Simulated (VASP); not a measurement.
# BaIn15O24 (a cell with a defect) in VASP: single point with PBE

Aim: the single point of BaIn15O24 (a cell with a defect) with PBE.

All numbers are computed with VASP 6.6.1; they aren't measurements. Logs are shortened: lines on timing, memory, paths and dates and some standing lists are left out, and cuts for length are marked.

### 1 The cell of the first run

The cell holds a defect, 40 atoms: a = 7.971 Å, b = 7.971 Å, c = 7.971 Å, α = 87.00°, β = 87.00°, γ = 87.00°.

### 2 Single point, PBE

Contents of INCAR:

```
PREC = Accurate
ENCUT = 520
EDIFF = 1E-7
ISMEAR = -1
SIGMA = 0.01
LREAL = Auto
LASPH = T
NELM = 100
ALGO = Fast
ISIF = 2
LWAVE = F
LCHARG = T
GGA = PE
LELF = T
LVHAR = T
NELECT = 350.0
NBANDS = 200
```

Contents of KPOINTS:

```
Automatic mesh
0
Gamma
  3 3 3
```

Contents of POSCAR:

```
BaIn15O24
1.0
   -5.4870000000     -3.1679209270      4.8366666667
    5.4870000000     -3.1679209270      4.8366666667
    0.0000000000      6.3358418540      4.8366666667
Ba In O
1 15 24
Direct
    0.3573100000      0.3573100000      0.3573100000
    0.8573100000      0.8573100000      0.3573100000
    0.8573100000      0.3573100000      0.8573100000
    0.3573100000      0.8573100000      0.8573100000
    0.1426900000      0.1426900000      0.1426900000
    0.6426900000      0.6426900000      0.1426900000
    0.6426900000      0.1426900000      0.6426900000
    0.1426900000      0.6426900000      0.6426900000
    0.6426900000      0.6426900000      0.6426900000
    0.1426900000      0.1426900000      0.6426900000
    0.1426900000      0.6426900000      0.1426900000
    0.6426900000      0.1426900000      0.1426900000
    0.8573100000      0.8573100000      0.8573100000
    0.3573100000      0.3573100000      0.8573100000
    0.3573100000      0.8573100000      0.3573100000
    0.8573100000      0.3573100000      0.3573100000
    0.6010000000      0.3990000000      0.7500000000
    0.1010000000      0.8990000000      0.7500000000
    0.1010000000      0.3990000000      0.2500000000
    0.6010000000      0.8990000000      0.2500000000
    0.7500000000      0.6010000000      0.3990000000
    0.2500000000      0.1010000000      0.3990000000
    0.2500000000      0.6010000000      0.8990000000
    0.7500000000      0.1010000000      0.8990000000
    0.3990000000      0.7500000000      0.6010000000
    0.8990000000      0.2500000000      0.6010000000
    0.8990000000      0.7500000000      0.1010000000
    0.3990000000      0.2500000000      0.1010000000
    0.3990000000      0.6010000000      0.2500000000
    0.8990000000      0.1010000000      0.2500000000
    0.8990000000      0.6010000000      0.7500000000
    0.3990000000      0.1010000000      0.7500000000
    0.2500000000      0.3990000000      0.6010000000
    0.7500000000      0.8990000000      0.6010000000
    0.7500000000      0.3990000000      0.1010000000
    0.2500000000      0.8990000000      0.1010000000
    0.6010000000      0.2500000000      0.3990000000
    0.1010000000      0.7500000000      0.3990000000
    0.1010000000      0.2500000000      0.8990000000
    0.6010000000      0.7500000000      0.8990000000
```

Potentials or basis: VASP PAW PBE potentials, release 64 (Ba_sv, In_d, O).

The run is started by

```
$ cat potpaw_PBE.64/Ba_sv/POTCAR potpaw_PBE.64/In_d/POTCAR potpaw_PBE.64/O/POTCAR > POTCAR
$ mpirun -np 1 vasp_std > vasp.out
```

OUTCAR:

```text
PREC = Accurate
   ENCUT = 520
   EDIFF = 1E-7
   ISMEAR = -1
   LREAL = Auto
   LASPH = T
   NELM = 100
   ISIF = 2
   GGA = PE
   NELECT = 350.0

 ion  position               nearest neighbor table
   1  0.357  0.357  0.357-  33 2.12  29 2.12  37 2.12  28 2.26  22 2.26  19 2.26   5 3.11  10 3.24
                            11 3.24  12 3.24   6 3.61   8 3.61   7 3.61  14 3.99  14 3.99  16 3.99
   2  0.857  0.857  0.357-  34 2.12  30 2.12  38 2.12  27 2.26  21 2.26  20 2.26   6 3.11   9 3.24
                            11 3.24  12 3.24   5 3.61   8 3.61   7 3.61  13 3.99  13 3.99  16 3.99
   3  0.857  0.357  0.857-  35 2.12  31 2.12  39 2.12  26 2.26  24 2.26  17 2.26   7 3.11  12 3.24
                            10 3.24   9 3.24   8 3.61   6 3.61   5 3.61  16 3.99  16 3.99  13 3.99
   4  0.357  0.857  0.857-  36 2.12  32 2.12  40 2.12  25 2.26  23 2.26  18 2.26   8 3.11  11 3.24
                            10 3.24   9 3.24   7 3.61   6 3.61   5 3.61  15 3.99  15 3.99  13 3.99
   5  0.143  0.143  0.143-  39 2.12  30 2.12  36 2.12  28 2.26  22 2.26  19 2.26   1 3.11  14 3.24
                            15 3.24  16 3.24   2 3.61   4 3.61   3 3.61  10 3.99  10 3.99  11 3.99
   6  0.643  0.643  0.143-  40 2.12  29 2.12  35 2.12  27 2.26  21 2.26  20 2.26   2 3.11  13 3.24
                            15 3.24  16 3.24   1 3.61   4 3.61   3 3.61   9 3.99   9 3.99  11 3.99
   7  0.643  0.143  0.643-  37 2.12  32 2.12  34 2.12  26 2.26  24 2.26  17 2.26   3 3.11  16 3.24
                            14 3.24  13 3.24   4 3.61   2 3.61   1 3.61  12 3.99  12 3.99  10 3.99
   8  0.143  0.643  0.643-  38 2.12  31 2.12  33 2.12  25 2.26  23 2.26  18 2.26   4 3.11  15 3.24
                            14 3.24  13 3.24   3 3.61   2 3.61   1 3.61  11 3.99  11 3.99  10 3.99
   9  0.643  0.643  0.643-  21 2.12  17 2.12  25 2.12  34 2.26  40 2.26  31 2.26  13 3.11   2 3.24
[... 37 lines left out ...]
  39  0.101  0.250  0.899-   5 2.12   3 2.12  10 2.26  14 2.26
  40  0.601  0.750  0.899-   6 2.12   4 2.12   9 2.26  13 2.26

  LATTYP: Found a trigonal (rhomboedric) cell.
 ALAT       =     7.9709620777
 COS(alpha) =     0.0522835256

  Lattice vectors:

 A1 = (  -5.4870000000,  -3.1679209270,   4.8366666667)
 A2 = (   5.4870000000,  -3.1679209270,   4.8366666667)
 A3 = (   0.0000000000,   6.3358418540,   4.8366666667)

Analysis of symmetry for initial positions (statically):
=====================================================================
 Subroutine PRICEL returns:
 Original cell was already a primitive cell.

 Routine SETGRP: Setting up the symmetry group for a
 trigonal (rhombohedral) supercell.

 Subroutine GETGRP returns: Found  3 space group operations
 (whereof  3 operations were pure point group operations)
 out of a pool of 12 trial point group operations.

The static configuration has the point symmetry C_3 .

Analysis of symmetry for dynamics (positions and initial velocities):
=====================================================================
 Subroutine PRICEL returns:
 Original cell was already a primitive cell.

 Routine SETGRP: Setting up the symmetry group for a
 trigonal (rhombohedral) supercell.

 Subroutine GETGRP returns: Found  3 space group operations
 (whereof  3 operations were pure point group operations)
 out of a pool of 12 trial point group operations.

The dynamic configuration has the point symmetry C_3 .

 Subroutine INISYM returns: Found  3 space group operations
 (whereof  3 operations are pure point group operations),
 and found     1 'primitive' translations

----------------------------------------------------------------------------------------

                                     Primitive cell

  volume of cell :     504.4367

  direct lattice vectors                    reciprocal lattice vectors
    -5.487000000 -3.167920927  4.836666667    -0.091124476 -0.052610741  0.068917988
     5.487000000 -3.167920927  4.836666667     0.091124476 -0.052610741  0.068917988
     0.000000000  6.335841854  4.836666667     0.000000000  0.105221482  0.068917988

  length of vectors
     7.970962078  7.970962078  7.970962078     0.125782547  0.125782547  0.125782547

  position of ions in fractional coordinates (direct lattice)
     0.357310000  0.357310000  0.357310000
     0.857310000  0.857310000  0.357310000
     0.857310000  0.357310000  0.857310000
     0.357310000  0.857310000  0.857310000
     0.142690000  0.142690000  0.142690000
     0.642690000  0.642690000  0.142690000
[... 32 lines left out ...]
     0.101000000  0.250000000  0.899000000
     0.601000000  0.750000000  0.899000000

  ion indices of the primitive-cell ions
   primitive index   ion index
                 1           1
                 2           2
                 3           3
                 4           4
                 5           5
                 6           6
[... 32 lines left out ...]
                39          39
                40          40

----------------------------------------------------------------------------------------

 KPOINTS: Automatic mesh

Automatic generation of k-mesh.
 Grid dimensions read from file:
 generate k-points for:    3    3    3

 Generating k-lattice:

  Cartesian coordinates                     Fractional coordinates (reciprocal lattice)
    -0.030374825 -0.017536914  0.022972663     0.333333333 -0.000000000 -0.000000000
     0.030374825 -0.017536914  0.022972663    -0.000000000  0.333333333 -0.000000000
     0.000000000  0.035073827  0.022972663    -0.000000000 -0.000000000  0.333333333

  Length of vectors
     0.041927516  0.041927516  0.041927516

  Shift w.r.t. Gamma in fractional coordinates (k-lattice)
     0.000000000  0.000000000  0.000000000

 Subroutine IBZKPT returns following result:
 ===========================================

 Found      6 irreducible k-points:

 Following reciprocal coordinates:
            Coordinates               Weight
  0.000000  0.000000  0.000000      1.000000
  0.333333 -0.000000  0.000000      6.000000
  0.333333  0.333333  0.000000      6.000000
 -0.333333  0.333333  0.000000      6.000000
  0.333333  0.333333  0.333333      2.000000
 -0.333333  0.333333  0.333333      6.000000
   k-points           NKPTS =      6   k-points in BZ     NKDIM =      6   number of bands    NBANDS=    200
   number of dos      NEDOS =    301   number of ions     NIONS =     40
   total plane-waves  NPLWV = 216000
   dimension x,y,z NGX =    60 NGY =   60 NGZ =   60
   dimension x,y,z NGXF=   120 NGYF=  120 NGZF=  120
   ions per type =               1  15  24
   NGX,Y,Z   is equivalent  to a cutoff of  12.51, 12.51, 12.51 a.u.
   NGXF,Y,Z  is equivalent  to a cutoff of  25.03, 25.03, 25.03 a.u.
 SYSTEM =  unknown system
   PREC   = accura    normal or accurate (medium, high low for compatibility)
   ISTART =      0    job   : 0-new  1-cont  2-samecut
   ICHARG =      2    charge: 1-file 2-atom 10-const
   ISPIN  =      1    spin polarized calculation?
   LNONCOLLINEAR =      F non collinear calculations
   LSORBIT =      F    spin-orbit coupling
   LASPH  =      T    aspherical Exc in radial PAW
   ENCUT  =  520.0 eV  38.22 Ry    6.18 a.u.  14.82 14.82 14.82*2*pi/ulx,y,z
   NELM   =    100;   NELMIN=  2; NELMDL= -5     # of ELM steps
   EDIFF  = 0.1E-06   stopping-criterion for ELM
   LREAL  =      T    real-space projection
   EDIFFG = 0.1E-05   stopping-criterion for IOM
   NSW    =      0    number of steps for IOM
   IBRION =     -1    ionic relax: 0-MD 1-quasi-New 2-CG
   NFREE  =      0    steps in history (QN), initial steepest desc. (CG)
   ISIF   =      2    stress and relaxation
   ISYM   =      2    0-nonsym 1-usesym 2-fastsym
   POTIM  = 0.5000    time-step for ionic-motion
   TEBEG  =    0.0;   TEEND  =   0.0 temperature during run
   PSTRESS=    0.0 pullay stress
   NELECT =     350.0000    total number of electrons
   NUPDOWN=      -1.0000    fix difference up-down
   EMIN   =  10.00;   EMAX   =-10.00  energy-range for DOS
   EFERMI =   0.00;   METHOD = LEGACY
   ISMEAR =    -1;   SIGMA  =   0.01  broadening in eV -4-tet -1-fermi 0-gaus
   EFERMI_NEDOS =   21; number of points for ismear=-14 and -15
   IALGO  =     68    algorithm
   IMIX   =      4    mixing-type and parameters
     AMIX     =   0.40;   BMIX     =  1.00
     AMIX_MAG =   1.60;   BMIX_MAG =  1.00
  volume/ion in A,a.u.               =      12.61        85.10
  Fermi-wavevector in a.u.,A,eV,Ry     =   1.449312  2.738803 28.579117  2.100506
  Thomas-Fermi vector in A             =   2.567053
   LORBIT       =      0    0 simple, 1 ext, 2 COOP (PROOUT), +10 PAW based schemes
   GGA     = PE    functional components
   LHFCALC =     F    Hartree Fock is set to
   AEXX    =    0.0000 exact exchange contribution
   IVDW    =     0    specifies the selected vdW correction
   LEPSILON=     F    determine dielectric tensor
   LRPA    =     F    only Hartree local field effects (RPA)
 non-spin polarized calculation
 RMM-DIIS sequential band-by-band and
  energy-cutoff  :      520.00
  volume of cell :      504.44
 maximum number of plane-waves:     13620
   NGX = 29   NGY = 29   NGZ = 29

 number of electron     350.0000014 magnetization

 Free energy of the ion-electron system (eV)
  ---------------------------------------------------
  ext. energy  EPLUGINS =         0.00000000
  ---------------------------------------------------
  free energy    TOTEN  =      -207.77940564 eV

  energy without entropy =     -207.77755889  energy(sigma->0) =     -207.77848226

 E-fermi :   7.1886     XC(G=0): -11.2870

 val. band max:        7.1799086027   @ k =   0.3333   0.3333   0.3333
 cond. band min:       8.0725129049   @ k =   0.3333  -0.0000   0.0000
 fundamental gap:      0.8926043021
 Fermi energy:         7.1885502248

 k-point     1 :       0.0000    0.0000    0.0000
  band No.  band energies     occupation
      1     -17.1533      2.00000
      2     -12.1936      2.00000
      3     -11.8244      2.00000
      4     -11.8244      2.00000
      5     -11.6904      2.00000
      6     -11.5656      2.00000
[... 1129 lines left out ...]
    186      11.5513      0.00000
    187      11.6184      0.00000
 [bands above 187 left out]

------------------------ aborting loop because EDIFF is reached ----------------------------------------

  FORCE on cell =-STRESS in cart. coord.  units (eV):
  Direction    XX          YY          ZZ          XY          YZ          ZX
  --------------------------------------------------------------------------------------
  -------------------------------------------------------------------------------------
  Total       70.8116084     70.8116084     62.9212209     -0.0000000     -0.0000000      0.0000000
  in kB      224.9097798    224.9097798    199.8485594     -0.0000001     -0.0000000      0.0000000
  external PRESSURE =     216.5560397 kB  Pullay stress =       0.0000000 kB

 VOLUME and BASIS-vectors are now :
 -----------------------------------------------------------------------------
  energy-cutoff  :      520.00
  volume of cell :      504.44
      direct lattice vectors                 reciprocal lattice vectors
    -5.487000000 -3.167920927  4.836666667    -0.091124476 -0.052610741  0.068917988
     5.487000000 -3.167920927  4.836666667     0.091124476 -0.052610741  0.068917988
     0.000000000  6.335841854  4.836666667     0.000000000  0.105221482  0.068917988

 POSITION                                       TOTAL-FORCE (eV/Angst)
 -----------------------------------------------------------------------------------
      0.00000      0.00000      5.18457         0.000000      0.000000      2.666544
      0.00000     -3.16792     10.02123         0.088699     -0.082899      0.086177
     -2.74350      1.58396     10.02123        -0.116142     -0.035366      0.086177
      2.74350      1.58396     10.02123         0.027444      0.118265      0.086177
      0.00000      0.00000      2.07043         0.000000     -0.000000     -0.057052
      0.00000     -3.16792      6.90710         0.335941      0.272475     -0.175204
[... 32 lines left out ...]
      0.81756      4.58398      6.04583         0.002440      0.137456     -0.164194
      0.81756      1.41606     10.88250        -0.096636     -0.298073     -0.006990
 -----------------------------------------------------------------------------------
    total drift:                               -0.000000      0.000000     -0.008822

  FREE ENERGIE OF THE ION-ELECTRON SYSTEM (eV)
  ---------------------------------------------------
  free  energy   TOTEN  =      -207.7794056396 eV

  energy  without entropy=     -207.7775588899  energy(sigma->0) =     -207.77848226
```

Wall time 17 min (1 thread of AMD EPYC 9R45 (Zen 5), shared host); peak memory 0.69 GiB.

Results:

```
Free energy   : -207.7794 eV
Largest force : 7.025 eV/Å
```

Forces in eV/Å, atoms in the order of the input:
```
Ba   0.000  0.000  2.667
In   0.089 -0.083  0.086
In  -0.116 -0.035  0.086
In   0.027  0.118  0.086
In   0.000  0.000 -0.057
In   0.336  0.272 -0.175
In   0.068 -0.427 -0.175
In  -0.404  0.155 -0.175
In   0.000  0.000 -0.050
In   0.073 -0.216  0.064
In  -0.223  0.045  0.064
In   0.151  0.171  0.064
In   0.000  0.000  0.004
In   0.062  0.152 -0.217
In   0.100 -0.130 -0.217
In  -0.163 -0.022 -0.217
O   -0.166 -0.122  0.151
O   -0.126  0.087 -0.052
O    3.170  0.149 -3.332
O   -0.236 -0.148  0.200
O    0.189 -0.083  0.151
O   -1.714  2.671 -3.332
O    0.246 -0.130  0.200
O   -0.012 -0.153 -0.052
O   -0.023  0.205  0.151
O   -0.011  0.278  0.200
O    0.139  0.066 -0.052
O   -1.456 -2.820 -3.332
O    3.776 -5.235  2.774
O   -0.120 -0.067 -0.164
O    0.306  0.065 -0.007
O   -0.061 -0.006 -0.182
O    2.645  5.887  2.774
O   -0.210  0.233 -0.007
O    0.036 -0.050 -0.182
O    0.118 -0.071 -0.164
O   -6.421 -0.653  2.774
O    0.025  0.056 -0.182
O    0.002  0.137 -0.164
O   -0.097 -0.298 -0.007
```

Caveat: the cell carries a net charge on a neutralising background, which shifts energy and pressure; the cell is charged against a uniform background, so pressure and absolute levels hang on convention; spin-orbit coupling is left out, which moves the levels of the heavy elements.
